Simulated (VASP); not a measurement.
# InAs (Fm-3m) in VASP: further runs

The runs below take InAs through elastic constants, with PBE, PBEsol.

All numbers are computed with VASP 6.6.1; they aren't measurements. Logs are shortened: lines on timing, memory, paths and dates and some standing lists are left out, and cuts for length are marked.

**1. The cell of the first run**

It takes space group Fm-3m (No. 225, cubic). Conventional cell: a = 5.755 Å, b = 5.755 Å, c = 5.755 Å, α = 90.00°, β = 90.00°, γ = 90.00°. In (site symmetry m-3m) has 6 As at 2.88 Å within 3.8 Å. As (site symmetry m-3m) has 6 In at 2.88 Å within 3.8 Å.

**2. Elastic constants, PBE**

The input, INCAR:

```
SYSTEM = InAs
PREC = Accurate ; ENCUT = 600
EDIFF = 1E-8 ; ISMEAR = -1
SIGMA = 0.05 ; LREAL = .False.
LASPH = .True. ; NELM = 80
ALGO = Normal ; ISIF = 3
LWAVE = .False. ; LCHARG = .False.
GGA = PE ; NBANDS = 16
IBRION = 6 ; NFREE = 2
POTIM = 0.015 ; NSW = 1
```

The input, KPOINTS:

```
regular mesh
0
Gamma
  6 6 6
  0 0 0
```

The input, POSCAR:

```
InAs
1.0
    0.0000000000      2.8773040000      2.8773040000
    2.8773040000      0.0000000000      2.8773040000
    2.8773040000      2.8773040000      0.0000000000
In As
1 1
Direct
    0.5000000000      0.5000000000      0.5000000000
    0.0000000000      0.0000000000      0.0000000000
```

Potentials or basis: VASP PAW PBE potentials, release 64 (In_d, As).

Command:

```sh
cat potpaw_PBE.64/In_d/POTCAR potpaw_PBE.64/As/POTCAR > POTCAR
mpirun -np 1 vasp_std > vasp.out
```

OUTCAR:

```text
SYSTEM = InAs
   PREC = Accurate
   ENCUT = 600
   EDIFF = 1E-8
   ISMEAR = -1
   LREAL = .False.
   LASPH = .True.
   NELM = 80
   ISIF = 3
   GGA = PE
   IBRION = 6
   NFREE = 2
   POTIM = 0.015
   NSW = 1

 ion  position               nearest neighbor table
   1  0.500  0.500  0.500-   2 2.88   2 2.88   2 2.88   2 2.88   2 2.88   2 2.88
   2  0.000  0.000  0.000-   1 2.88   1 2.88   1 2.88   1 2.88   1 2.88   1 2.88

  LATTYP: Found a face centered cubic cell.
 ALAT       =     5.7546080000

  Lattice vectors:

 A1 = (   0.0000000000,   2.8773040000,   2.8773040000)
 A2 = (   2.8773040000,   0.0000000000,   2.8773040000)
 A3 = (   2.8773040000,   2.8773040000,   0.0000000000)

Analysis of symmetry for initial positions (statically):
=====================================================================
 Subroutine PRICEL returns:
 Original cell was already a primitive cell.

 Routine SETGRP: Setting up the symmetry group for a
 face centered cubic supercell.

 Subroutine GETGRP returns: Found 48 space group operations
 (whereof 48 operations were pure point group operations)
 out of a pool of 48 trial point group operations.

The static configuration has the point symmetry O_h .

Analysis of symmetry for dynamics (positions and initial velocities):
=====================================================================
 Subroutine PRICEL returns:
 Original cell was already a primitive cell.

 Routine SETGRP: Setting up the symmetry group for a
 face centered cubic supercell.

 Subroutine GETGRP returns: Found 48 space group operations
 (whereof 48 operations were pure point group operations)
 out of a pool of 48 trial point group operations.

The dynamic configuration has the point symmetry O_h .

 Subroutine INISYM returns: Found 48 space group operations
 (whereof 48 operations are pure point group operations),
 and found     1 'primitive' translations

----------------------------------------------------------------------------------------

                                     Primitive cell

  volume of cell :      47.6417

  direct lattice vectors                    reciprocal lattice vectors
     0.000000000  2.877304000  2.877304000    -0.173773783  0.173773783  0.173773783
     2.877304000  0.000000000  2.877304000     0.173773783 -0.173773783  0.173773783
     2.877304000  2.877304000  0.000000000     0.173773783  0.173773783 -0.173773783

  length of vectors
     4.069122340  4.069122340  4.069122340     0.300985021  0.300985021  0.300985021

  position of ions in fractional coordinates (direct lattice)
     0.500000000  0.500000000  0.500000000
     0.000000000  0.000000000  0.000000000

  ion indices of the primitive-cell ions
   primitive index   ion index
                 1           1
                 2           2

----------------------------------------------------------------------------------------

 KPOINTS: regular mesh

Automatic generation of k-mesh.
 Grid dimensions read from file:
 generate k-points for:    6    6    6

 Generating k-lattice:

  Cartesian coordinates                     Fractional coordinates (reciprocal lattice)
    -0.028962297  0.028962297  0.028962297     0.166666667  0.000000000  0.000000000
     0.028962297 -0.028962297  0.028962297     0.000000000  0.166666667  0.000000000
     0.028962297  0.028962297 -0.028962297     0.000000000  0.000000000  0.166666667

  Length of vectors
     0.050164170  0.050164170  0.050164170

  Shift w.r.t. Gamma in fractional coordinates (k-lattice)
     0.000000000  0.000000000  0.000000000

 Subroutine IBZKPT returns following result:
 ===========================================

 Found     16 irreducible k-points:

 Following reciprocal coordinates:
            Coordinates               Weight
  0.000000  0.000000  0.000000      1.000000
  0.166667  0.000000  0.000000      8.000000
  0.333333  0.000000  0.000000      8.000000
  0.500000  0.000000  0.000000      4.000000
  0.166667  0.166667  0.000000      6.000000
  0.333333  0.166667  0.000000     24.000000
[... 8 lines left out ...]
 -0.333333  0.333333  0.166667     24.000000
 -0.333333  0.500000  0.166667     12.000000
[... 25 lines left out ...]
   ISYM   =      2    0-nonsym 1-usesym 2-fastsym
   POTIM  = 0.0150    time-step for ionic-motion
   TEBEG  =    0.0;   TEEND  =   0.0 temperature during run
   PSTRESS=    0.0 pullay stress
   NELECT =      18.0000    total number of electrons
   NUPDOWN=      -1.0000    fix difference up-down
   EMIN   =  10.00;   EMAX   =-10.00  energy-range for DOS
   EFERMI =   0.00;   METHOD = LEGACY
   ISMEAR =    -1;   SIGMA  =   0.05  broadening in eV -4-tet -1-fermi 0-gaus
   EFERMI_NEDOS =   21; number of points for ismear=-14 and -15
   IALGO  =     38    algorithm
   IMIX   =      4    mixing-type and parameters
     AMIX     =   0.40;   BMIX     =  1.00
     AMIX_MAG =   1.60;   BMIX_MAG =  1.00
  volume/ion in A,a.u.               =      23.82       160.75
  Fermi-wavevector in a.u.,A,eV,Ry     =   1.183505  2.236499 19.057448  1.400683
  Thomas-Fermi vector in A             =   2.319738
   LORBIT       =      0    0 simple, 1 ext, 2 COOP (PROOUT), +10 PAW based schemes
   GGA     = PE    functional components
   LHFCALC =     F    Hartree Fock is set to
   AEXX    =    0.0000 exact exchange contribution
   IVDW    =     0    specifies the selected vdW correction
   LEPSILON=     F    determine dielectric tensor
   LRPA    =     F    only Hartree local field effects (RPA)
 finite differences with symmetry
 non-spin polarized calculation
  energy-cutoff  :      600.00
  volume of cell :       47.64
 maximum number of plane-waves:      1639
 NGX is ok and might be reduce to    36
   NGX = 17   NGY = 17   NGZ = 17

--------------------------------------- Ionic step        1  -------------------------------------------

 number of electron      18.0000003 magnetization

 Free energy of the ion-electron system (eV)
  ---------------------------------------------------
  ext. energy  EPLUGINS =         0.00000000
  ---------------------------------------------------
  free energy    TOTEN  =        -7.35146968 eV

  energy without entropy =       -7.33821403  energy(sigma->0) =       -7.34484186

------------------------ aborting loop because EDIFF is reached ----------------------------------------

  FORCE on cell =-STRESS in cart. coord.  units (eV):
  Direction    XX          YY          ZZ          XY          YZ          ZX
  --------------------------------------------------------------------------------------
  -------------------------------------------------------------------------------------
  Total        0.0092683      0.0092683      0.0092683     -0.0000000      0.0000000     -0.0000000
  in kB        0.3116891      0.3116891      0.3116891     -0.0000000      0.0000000     -0.0000000
  external PRESSURE =       0.3116891 kB  Pullay stress =       0.0000000 kB
[... 89 lines left out ...]
  FREE ENERGIE OF THE ION-ELECTRON SYSTEM (eV)
  ---------------------------------------------------
  free  energy   TOTEN  =        -7.3466816899 eV

  energy  without entropy=       -7.3337719913  energy(sigma->0) =       -7.34022684

[... ionic steps 4 to 14 ...]

--------------------------------------- Ionic step       15  -------------------------------------------

 number of electron      18.0000001 magnetization

------------------------ aborting loop because EDIFF is reached ----------------------------------------
[... 67 lines left out ...]
--------------------------------------- Ionic step       17  -------------------------------------------

 number of electron      18.0000003 magnetization

 Free energy of the ion-electron system (eV)
  ---------------------------------------------------
  ext. energy  EPLUGINS =         0.00000000
  ---------------------------------------------------
  free energy    TOTEN  =        -7.35122927 eV

  energy without entropy =       -7.33796867  energy(sigma->0) =       -7.34459897

 E-fermi :   5.9608     XC(G=0): -10.0937

 val. band max:        5.9572631460   @ k =   0.3333   0.0000   0.0000
 cond. band min:       6.1077611525   @ k =   0.5000   0.0000   0.0000
 fundamental gap:      0.1504980065
 Fermi energy:         5.9608115006

 k-point     1 :       0.0000    0.0000    0.0000
  band No.  band energies     occupation
      1      -8.3915      2.00000
      2      -8.3914      2.00000
      3      -8.3714      2.00000
      4      -8.3714      2.00000
      5      -8.3714      2.00000
      6      -6.1699      2.00000
[... 433 lines left out ...]
      3      -8.3646      2.00000
      4      -8.3324      2.00000
      5      -8.3111      2.00000
      6      -3.8790      2.00000
[... 8 lines left out ...]
     15      16.3612      0.00000
     16      17.9407      0.00000

 [... further k-points ...]
[... 5 lines left out ...]
  --------------------------------------------------------------------------------------
  -------------------------------------------------------------------------------------
  Total        0.0153159      0.0084131      0.0084131      0.0000000      0.0000000      0.0000000
  in kB        0.5150699      0.2829297      0.2829297      0.0000000      0.0000000      0.0000000
  external PRESSURE =       0.3603098 kB  Pullay stress =       0.0000000 kB
[... 17 lines left out ...]
  FREE ENERGIE OF THE ION-ELECTRON SYSTEM (eV)
  ---------------------------------------------------
  free  energy   TOTEN  =        -7.3512292748 eV

  energy  without entropy=       -7.3379686726  energy(sigma->0) =       -7.34459897

 INTERNAL STRAIN TENSORS FROM STRAINED CELLS
 ============================================

 INTERNAL STRAIN TENSOR FOR ION    1 for displacements in x,y,z  (eV/Angst):
          X           Y           Z          XY          YZ          ZX
  --------------------------------------------------------------------------------
  x    -0.00000    -0.00000    -0.00000     0.00000     0.00000    -0.00000
  y     0.00000    -0.00000     0.00000     0.00000     0.00000     0.00000
  z     0.00000     0.00000    -0.00000     0.00000    -0.00000     0.00000

 INTERNAL STRAIN TENSORS FROM DISPLACED ATOMS
 ============================================

 INTERNAL STRAIN TENSOR FOR ION    1 for displacements in x,y,z  (eV/Angst):
          X           Y           Z          XY          YZ          ZX
  --------------------------------------------------------------------------------
  x     0.00000     0.00000     0.00000     0.00000     0.00000     0.00000
  y     0.00000     0.00000     0.00000     0.00000     0.00000     0.00000
  z     0.00000     0.00000     0.00000     0.00000     0.00000     0.00000

 INTERNAL STRAIN TENSOR FOR ION    2 for displacements in x,y,z  (eV/Angst):
          X           Y           Z          XY          YZ          ZX
  --------------------------------------------------------------------------------
  x     0.00000     0.00000     0.00000     0.00000     0.00000     0.00000
  y     0.00000     0.00000     0.00000     0.00000     0.00000     0.00000
  z     0.00000     0.00000     0.00000     0.00000     0.00000     0.00000

 Eigenvectors and eigenvalues of the dynamical matrix
 ----------------------------------------------------

   1 f  =    3.398221 THz    21.351651 2PiTHz  113.352446 cm-1    14.053906 meV
             X         Y         Z           dx          dy          dz
      2.877304  2.877304  2.877304     0.000000    0.629335    0.000000
      0.000000  0.000000  0.000000     0.000000   -0.777134    0.000000
[... 21 lines left out ...]
   6 f/i=    0.004171 THz     0.026207 2PiTHz    0.139128 cm-1     0.017250 meV
             X         Y         Z           dx          dy          dz
      2.877304  2.877304  2.877304     0.000000    0.000000    0.777134
      0.000000  0.000000  0.000000     0.000000    0.000000    0.629335

--------------------------------------------------------------------------------------------------------

 ELASTIC MODULI CONTR FROM IONIC RELAXATION (kBar)
 Direction    XX          YY          ZZ          XY          YZ          ZX
 --------------------------------------------------------------------------------
 XX           0.0000      0.0000      0.0000      0.0000      0.0000      0.0000
 YY           0.0000      0.0000      0.0000      0.0000      0.0000      0.0000
 ZZ           0.0000      0.0000      0.0000      0.0000      0.0000      0.0000
 XY           0.0000      0.0000      0.0000      0.0000      0.0000      0.0000
 YZ           0.0000      0.0000      0.0000      0.0000      0.0000      0.0000
 ZX           0.0000      0.0000      0.0000      0.0000      0.0000      0.0000
 --------------------------------------------------------------------------------

 TOTAL ELASTIC MODULI (kBar)
 Direction    XX          YY          ZZ          XY          YZ          ZX
 --------------------------------------------------------------------------------
 XX        1293.3626    290.6824    290.6824      0.0000     -0.0000     -0.0000
 YY         290.6824   1293.3626    290.6824     -0.0000     -0.0000     -0.0000
 ZZ         290.6824    290.6824   1293.3626      0.0000      0.0000      0.0000
 XY           0.0000     -0.0000      0.0000     20.7744      0.0000      0.0000
 YZ          -0.0000     -0.0000      0.0000      0.0000     20.7744      0.0000
 ZX          -0.0000     -0.0000      0.0000      0.0000      0.0000     20.7744
 --------------------------------------------------------------------------------
```

Wall time 4.6 min (1 thread of Intel Xeon 6975P-C (Granite Rapids), shared host); peak memory 0.26 GiB.

Results:

| Item | Value |
| --- | --- |
| Elastic constants C11, C12, C44 | 129, 29, 2 GPa |
| Voigt bulk modulus | 62 GPa |
| Highest phonon frequency at Γ, LO-TO splitting left out | 113 cm⁻¹ |

Phonon frequencies in cm⁻¹ (negative: imaginary):
```csv
q point,frequencies
"(0.000, 0.000, 0.000)",0 0 0 113 113 113
```

Elastic tensor in Voigt notation (GPa, in the Cartesian axes of the cell as first typed):
```
129  29  29   0   0   0
 29 129  29   0   0   0
 29  29 129   0   0   0
  0   0   0   2   0   0
  0   0   0   0   2   0
  0   0   0   0   0   2
```

Clamped-ion elastic tensor (GPa):
```
129  29  29   0   0   0
 29 129  29   0   0   0
 29  29 129   0   0   0
  0   0   0   2   0   0
  0   0   0   0   2   0
  0   0   0   0   0   2
```

Caveat: spin-orbit coupling is left out, which moves the levels of the heavy elements.

**3. Elastic constants, PBEsol**

The input, INCAR:

```
PREC = Accurate
ENCUT = 600
EDIFF = 1E-8
ISMEAR = -1
SIGMA = 0.05
LREAL = False
LASPH = True
NELM = 60
ALGO = Normal
ISIF = 3
LWAVE = False
LCHARG = False
GGA = PS
IBRION = 6
NFREE = 2
POTIM = 0.015
NSW = 1
```

The input, KPOINTS:

```
regular mesh
0
Gamma
  6 6 6
```

POSCAR is that of step 2.

Potentials or basis: VASP PAW PBE potentials, release 64 (In_d, As).

Command:

```sh
cat potpaw_PBE.64/In_d/POTCAR potpaw_PBE.64/As/POTCAR > POTCAR
mpirun -np 1 vasp_std > vasp.out
```

It took 4.6 min on 1 thread of Intel Xeon 6975P-C (Granite Rapids), shared host; peak memory 0.26 GiB.

Results (log left out):

* Elastic constants C11, C12, C44: 121, 29, 3 GPa
* Voigt bulk modulus: 60 GPa
* Highest phonon frequency at Γ, LO-TO splitting left out: 107 cm⁻¹

Phonon frequencies in cm⁻¹ (negative: imaginary):
```csv
q point,frequencies
"(0.000, 0.000, 0.000)",0 0 0 107 107 107
```

Elastic tensor in Voigt notation (GPa, in the Cartesian axes of the cell as first typed):
```
121  29  29   0   0   0
 29 121  29   0   0   0
 29  29 121   0   0   0
  0   0   0   3   0   0
  0   0   0   0   3   0
  0   0   0   0   0   3
```

Clamped-ion elastic tensor (GPa):
```
121  29  29   0   0   0
 29 121  29   0   0   0
 29  29 121   0   0   0
  0   0   0   3   0   0
  0   0   0   0   3   0
  0   0   0   0   0   3
```

Caveat: the cell is under stress, which shifts elastic constants; the PAW data sets were made with another functional, which shifts forces and pressure a little; spin-orbit coupling is left out, which moves the levels of the heavy elements.
